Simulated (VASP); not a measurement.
# Al4Co3Ni (P4/mmm) in VASP: single point with PBE

Aim: the single point of Al4Co3Ni with PBE.

All numbers are computed with VASP 6.6.1; they aren't measurements. Logs are shortened: lines on timing, memory, paths and dates and some standing lists are left out, and cuts for length are marked.

## Step 1: The cell of the first run

It takes space group P4/mmm (No. 123, tetragonal). The conventional cell has a = 4.047 Å, b = 4.047 Å, c = 5.746 Å, α = 90.00°, β = 90.00°, γ = 90.00°. Within 3.3 Å of Al (site symmetry 2mm) lie 6 Co at 2.47 to 2.49 Å and 2 Ni at 2.49 Å and 6 Al at 2.85 to 2.90 Å. Within 3.3 Å of Ni (site symmetry 4/mmm) lie 8 Al at 2.49 Å and 6 Co at 2.86 to 2.87 Å. Co (site symmetry 4/mmm) has 8 Al at 2.47 Å and 6 Co at 2.86 to 2.87 Å within 3.3 Å. Co (site symmetry 4/mmm) has 8 Al at 2.49 Å and 4 Ni at 2.86 Å and 2 Co at 2.87 Å within 3.3 Å. Within 3.3 Å of Co (site symmetry 4/mmm) lie 8 Al at 2.47 Å and 4 Co at 2.86 Å and 2 Ni at 2.87 Å.

## Step 2: Single point, PBE, collinear spin, ferromagnetic start

INCAR reads:

```
SYSTEM = Al4Co3Ni
PREC = Accurate
ENCUT = 520
EDIFF = 1E-6
ISMEAR = 0
SIGMA = 0.2
LREAL = .FALSE.
LASPH = .TRUE.
NELM = 150
ALGO = Fast
ISIF = 2
LWAVE = .FALSE.
LCHARG = .FALSE.
ISPIN = 2
MAGMOM = 0 0 0 0 0.14 0.33 0.51 0.18
LORBIT = 11
LMAXMIX = 4
GGA = PE
NBANDS = 38
```

KPOINTS reads:

```
regular mesh
0
G
  10 10 8
  0 0 0
```

POSCAR reads:

```
Al4Co3Ni
1.0
    4.0466004356      0.0000000000      0.0000000000
    0.0000000000      4.0466004356      0.0000000000
    0.0000000000      0.0000000000      5.7458610759
Al Ni Co
4 1 3
Direct
    0.0000000000      0.5000000000      0.7524059319
    0.0000000000      0.5000000000      0.2475940681
    0.5000000000      0.0000000000      0.7524059319
    0.5000000000      0.0000000000      0.2475940681
    0.5000000000      0.5000000000      0.5000000000
    0.0000000000      0.0000000000      0.0000000000
    0.0000000000      0.0000000000      0.5000000000
    0.5000000000      0.5000000000      0.0000000000
```

Potentials or basis: VASP PAW PBE potentials, release 64 (Al, Ni, Co).

Started as:

```console
> cat potpaw_PBE.64/Al/POTCAR potpaw_PBE.64/Ni/POTCAR potpaw_PBE.64/Co/POTCAR > POTCAR
> mpirun -np 1 vasp_std > vasp.out
```

OUTCAR:

```text
SYSTEM = Al4Co3Ni
   PREC = Accurate
   ENCUT = 520
   EDIFF = 1E-6
   ISMEAR = 0
   LREAL = .FALSE.
   LASPH = .TRUE.
   NELM = 150
   ISIF = 2
   ISPIN = 2
   LORBIT = 11
   GGA = PE

 ion  position               nearest neighbor table
   1  0.000  0.500  0.752-   6 2.47   8 2.47   6 2.47   8 2.47   7 2.49   7 2.49   5 2.49   5 2.49
                             2 2.85   3 2.86   3 2.86   3 2.86   3 2.86   2 2.90
   2  0.000  0.500  0.248-   6 2.47   8 2.47   6 2.47   8 2.47   7 2.49   7 2.49   5 2.49   5 2.49
                             1 2.85   4 2.86   4 2.86   4 2.86   4 2.86   1 2.90
   3  0.500  0.000  0.752-   6 2.47   8 2.47   8 2.47   6 2.47   5 2.49   7 2.49   5 2.49   7 2.49
                             4 2.85   1 2.86   1 2.86   1 2.86   1 2.86   4 2.90
   4  0.500  0.000  0.248-   6 2.47   8 2.47   8 2.47   6 2.47   5 2.49   7 2.49   5 2.49   7 2.49
                             3 2.85   2 2.86   2 2.86   2 2.86   2 2.86   3 2.90
   5  0.500  0.500  0.500-   1 2.49   2 2.49   3 2.49   4 2.49   3 2.49   4 2.49   1 2.49   2 2.49
                             7 2.86   7 2.86   7 2.86   7 2.86   8 2.87   8 2.87
   6  0.000  0.000  0.000-   1 2.47   2 2.47   3 2.47   4 2.47   1 2.47   2 2.47   3 2.47   4 2.47
                             8 2.86   8 2.86   8 2.86   8 2.86   7 2.87   7 2.87
   7  0.000  0.000  0.500-   1 2.49   2 2.49   3 2.49   4 2.49   1 2.49   2 2.49   3 2.49   4 2.49
                             5 2.86   5 2.86   5 2.86   5 2.86   6 2.87   6 2.87
   8  0.500  0.500  0.000-   1 2.47   2 2.47   3 2.47   4 2.47   3 2.47   4 2.47   1 2.47   2 2.47
                             6 2.86   6 2.86   6 2.86   6 2.86   5 2.87   5 2.87

  LATTYP: Found a simple tetragonal cell.
 ALAT       =     4.0466004356
 C/A-ratio  =     1.4199230113

  Lattice vectors:

 A1 = (   4.0466004356,   0.0000000000,   0.0000000000)
 A2 = (   0.0000000000,   4.0466004356,   0.0000000000)
 A3 = (   0.0000000000,   0.0000000000,   5.7458610759)

Analysis of symmetry for initial positions (statically):
=====================================================================
 Subroutine PRICEL returns:
 Original cell was already a primitive cell.

 Routine SETGRP: Setting up the symmetry group for a
 simple tetragonal supercell.

 Subroutine GETGRP returns: Found 16 space group operations
 (whereof 16 operations were pure point group operations)
 out of a pool of 16 trial point group operations.

The static configuration has the point symmetry D_4h.

Analysis of symmetry for dynamics (positions and initial velocities):
=====================================================================
 Subroutine PRICEL returns:
 Original cell was already a primitive cell.

 Routine SETGRP: Setting up the symmetry group for a
 simple tetragonal supercell.

 Subroutine GETGRP returns: Found 16 space group operations
 (whereof 16 operations were pure point group operations)
 out of a pool of 16 trial point group operations.

The dynamic configuration has the point symmetry D_4h.

Analysis of structural, dynamic, and magnetic symmetry:
=====================================================================
 Subroutine PRICEL returns:
 Original cell was already a primitive cell.

 Routine SETGRP: Setting up the symmetry group for a
 simple tetragonal supercell.

 Subroutine GETGRP returns: Found 16 space group operations
 (whereof 16 operations were pure point group operations)
 out of a pool of 16 trial point group operations.

The overall configuration has the point symmetry D_4h.

 Subroutine INISYM returns: Found 16 space group operations
 (whereof 16 operations are pure point group operations),
 and found     1 'primitive' translations

----------------------------------------------------------------------------------------

                                     Primitive cell

  volume of cell :      94.0883

  direct lattice vectors                    reciprocal lattice vectors
     4.046600436  0.000000000  0.000000000     0.247121013  0.000000000  0.000000000
     0.000000000  4.046600436  0.000000000     0.000000000  0.247121013  0.000000000
     0.000000000  0.000000000  5.745861076     0.000000000  0.000000000  0.174038319

  length of vectors
     4.046600436  4.046600436  5.745861076     0.247121013  0.247121013  0.174038319

  position of ions in fractional coordinates (direct lattice)
     0.000000000  0.500000000  0.752405932
     0.000000000  0.500000000  0.247594068
     0.500000000  0.000000000  0.752405932
     0.500000000  0.000000000  0.247594068
     0.500000000  0.500000000  0.500000000
     0.000000000  0.000000000  0.000000000
[... 78 lines left out ...]
   ICHARG =      2    charge: 1-file 2-atom 10-const
   ISPIN  =      2    spin polarized calculation?
   LNONCOLLINEAR =      F non collinear calculations
   LSORBIT =      F    spin-orbit coupling
   LASPH  =      T    aspherical Exc in radial PAW
   ENCUT  =  520.0 eV  38.22 Ry    6.18 a.u.   7.52  7.52 10.68*2*pi/ulx,y,z
   NELM   =    150;   NELMIN=  2; NELMDL= -5     # of ELM steps
   EDIFF  = 0.1E-05   stopping-criterion for ELM
   LREAL  =      F    real-space projection
   EDIFFG = 0.1E-04   stopping-criterion for IOM
   NSW    =      0    number of steps for IOM
   IBRION =     -1    ionic relax: 0-MD 1-quasi-New 2-CG
   NFREE  =      0    steps in history (QN), initial steepest desc. (CG)
   ISIF   =      2    stress and relaxation
   ISYM   =      2    0-nonsym 1-usesym 2-fastsym
   POTIM  = 0.5000    time-step for ionic-motion
   TEBEG  =    0.0;   TEEND  =   0.0 temperature during run
   PSTRESS=    0.0 pullay stress
   NELECT =      49.0000    total number of electrons
   NUPDOWN=      -1.0000    fix difference up-down
   EMIN   =  10.00;   EMAX   =-10.00  energy-range for DOS
   EFERMI =   0.00;   METHOD = LEGACY
   ISMEAR =     0;   SIGMA  =   0.20  broadening in eV -4-tet -1-fermi 0-gaus
   EFERMI_NEDOS =   21; number of points for ismear=-14 and -15
   IALGO  =     68    algorithm
   IMIX   =      4    mixing-type and parameters
     AMIX     =   0.40;   BMIX     =  1.00
     AMIX_MAG =   1.60;   BMIX_MAG =  1.00
  volume/ion in A,a.u.               =      11.76        79.37
  Fermi-wavevector in a.u.,A,eV,Ry     =   1.317129  2.489013 23.603774  1.734828
  Thomas-Fermi vector in A             =   2.447192
   LORBIT       =     11    0 simple, 1 ext, 2 COOP (PROOUT), +10 PAW based schemes
   GGA     = PE    functional components
   LHFCALC =     F    Hartree Fock is set to
   AEXX    =    0.0000 exact exchange contribution
   IVDW    =     0    specifies the selected vdW correction
   LEPSILON=     F    determine dielectric tensor
   LRPA    =     F    only Hartree local field effects (RPA)
 spin polarized calculation
 RMM-DIIS sequential band-by-band and
 Gauss-broadening in eV      SIGMA  =   0.20
  energy-cutoff  :      520.00
  volume of cell :       94.09
 maximum number of plane-waves:      2570
   NGX = 15   NGY = 15   NGZ = 21

 number of electron      49.0000006 magnetization       0.7136434

 Free energy of the ion-electron system (eV)
  ---------------------------------------------------
  ext. energy  EPLUGINS =         0.00000000
  ---------------------------------------------------
  free energy    TOTEN  =       -46.43613193 eV

  energy without entropy =      -46.34264885  energy(sigma->0) =      -46.38939039

 E-fermi :  10.3184     XC(G=0): -12.1721

 val. band max:       10.3168369237   @ k =   0.3000   0.3000   0.2500
 cond. band min:      10.3199259721   @ k =   0.3000   0.2000   0.0000
 fundamental gap:      0.0030890485
 Fermi energy:        10.3183878586

 spin component 1

 k-point     1 :       0.0000    0.0000    0.0000
  band No.  band energies     occupation
      1      -0.7016      1.00000
      2       3.5098      1.00000
      3       3.6876      1.00000
      4       5.0943      1.00000
      5       6.3431      1.00000
      6       6.3431      1.00000
[... 925 lines left out ...]
     35      15.9525      0.00000
     36      16.5267      0.00000

 [... further k-points ...]

 spin component 2

 k-point     1 :       0.0000    0.0000    0.0000
  band No.  band energies     occupation
      1      -0.7133      1.00000
      2       3.4928      1.00000
      3       3.7050      1.00000
      4       5.1229      1.00000
      5       6.3938      1.00000
      6       6.3938      1.00000
[... 925 lines left out ...]
     35      15.9583      0.00000
     36      16.5595      0.00000

 [... further k-points ...]

 [bands above 36 left out]

------------------------ aborting loop because EDIFF is reached ----------------------------------------

  FORCE on cell =-STRESS in cart. coord.  units (eV):
  Direction    XX          YY          ZZ          XY          YZ          ZX
  --------------------------------------------------------------------------------------
  -------------------------------------------------------------------------------------
  Total       -0.0254783     -0.0254783     -0.0726651      0.0000000     -0.0000000     -0.0000000
  in kB       -0.4338561     -0.4338561     -1.2373738      0.0000000     -0.0000000     -0.0000000
  external PRESSURE =      -0.7016954 kB  Pullay stress =       0.0000000 kB

 VOLUME and BASIS-vectors are now :
 -----------------------------------------------------------------------------
  energy-cutoff  :      520.00
  volume of cell :       94.09
      direct lattice vectors                 reciprocal lattice vectors
     4.046600436  0.000000000  0.000000000     0.247121013  0.000000000  0.000000000
     0.000000000  4.046600436  0.000000000     0.000000000  0.247121013  0.000000000
     0.000000000  0.000000000  5.745861076     0.000000000  0.000000000  0.174038319

 POSITION                                       TOTAL-FORCE (eV/Angst)
 -----------------------------------------------------------------------------------
      0.00000      2.02330      4.32322        -0.000000     -0.000000      0.000296
      0.00000      2.02330      1.42264         0.000000     -0.000000     -0.000296
      2.02330      0.00000      4.32322         0.000000     -0.000000      0.000296
      2.02330      0.00000      1.42264         0.000000      0.000000     -0.000296
      2.02330      2.02330      2.87293        -0.000000      0.000000      0.000000
      0.00000      0.00000      0.00000        -0.000000      0.000000      0.000000
      0.00000      0.00000      2.87293        -0.000000      0.000000      0.000000
      2.02330      2.02330      0.00000        -0.000000      0.000000      0.000000
 -----------------------------------------------------------------------------------
    total drift:                                0.000000      0.000000      0.000000

  FREE ENERGIE OF THE ION-ELECTRON SYSTEM (eV)
  ---------------------------------------------------
  free  energy   TOTEN  =       -46.4361319272 eV

  energy  without entropy=      -46.3426488493  energy(sigma->0) =      -46.38939039

 total charge

# of ion       s       p       d       tot
------------------------------------------
    1        0.391   0.422   0.000   0.813
    2        0.391   0.422   0.000   0.813
    3        0.391   0.422   0.000   0.813
    4        0.391   0.422   0.000   0.813
    5        0.473   0.533   8.453   9.460
    6        0.430   0.508   7.494   8.432
    7        0.433   0.474   7.509   8.415
    8        0.437   0.491   7.516   8.444
--------------------------------------------------
tot          3.338   3.692  30.972  38.002

 magnetization (x)

# of ion       s       p       d       tot
------------------------------------------
    1       -0.001  -0.001   0.000  -0.003
    2       -0.001  -0.001   0.000  -0.003
    3       -0.001  -0.001   0.000  -0.003
    4       -0.001  -0.001   0.000  -0.003
    5        0.002  -0.005   0.083   0.080
    6        0.002  -0.007   0.249   0.244
    7        0.007   0.001   0.300   0.307
    8        0.003  -0.003   0.157   0.157
--------------------------------------------------
tot          0.009  -0.020   0.789   0.778
```

It took 27 min on 1 thread of Oxide Virtual Turin-like, shared host; peak memory 0.6 GiB.

Results:

| Item | Value |
| --- | --- |
| Free energy | -46.4361 eV |
| Pressure | -0.1 GPa |
| Net moment | 0.71 μB per cell |
| Site moments | Al -0.00; Ni +0.08; Co +0.24, +0.31, +0.16 μB |
| Valence electrons inside the program's atomic spheres | Al 0.81; Ni 9.46; Co 8.43, 8.41, 8.44 |

Stress tensor (GPa, compression positive):
```
-0.04  0.00  0.00
 0.00 -0.04  0.00
 0.00  0.00 -0.12
```
